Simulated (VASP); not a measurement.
Runs of VASP 6.6.1 on TiGePd3. The structure is that of space group P4/mmm (No. 123), or close to it. The cells are those of the table. 

| task | spin | cell | cutoff (eV) | gap on the mesh (eV) | pressure (GPa) |
| --- | --- | --- | --- | --- | --- |
| single point | collinear, ferromagnetic start | a = 4.947, b = 4.947, c = 4.721 Å, 5 atoms | 520 | none | 0.5 |
| relaxation of cell and atoms | off | relaxed from a = 4.001, b = 4.001, c = 5.139 Å, 5 atoms | 600 | none | 0.0 |
| single point | off | a = 4.001, b = 4.001, c = 5.139 Å, 5 atoms | 520 | none | (a) |
| single point | off | a = 4.947, b = 4.947, c = 4.721 Å, 5 atoms | 520 | none | 0.1 |

Alike in all rows: level PBE; potentials or basis VASP PAW PBE potentials, release 64 (Ti_sv, Ge_d, Pd); k mesh 4 × 4 × 4; smearing gaussian 0.1 eV.

Question: Estimate the missing entries.

Answer: (a) 112.4.

Caveats: some runs use coarse meshes.

A k mesh can miss the band edges, and the runs leave out spin-orbit coupling on Ge, Pd.

A gap of «none» marks levels without a gap at the run's occupations.
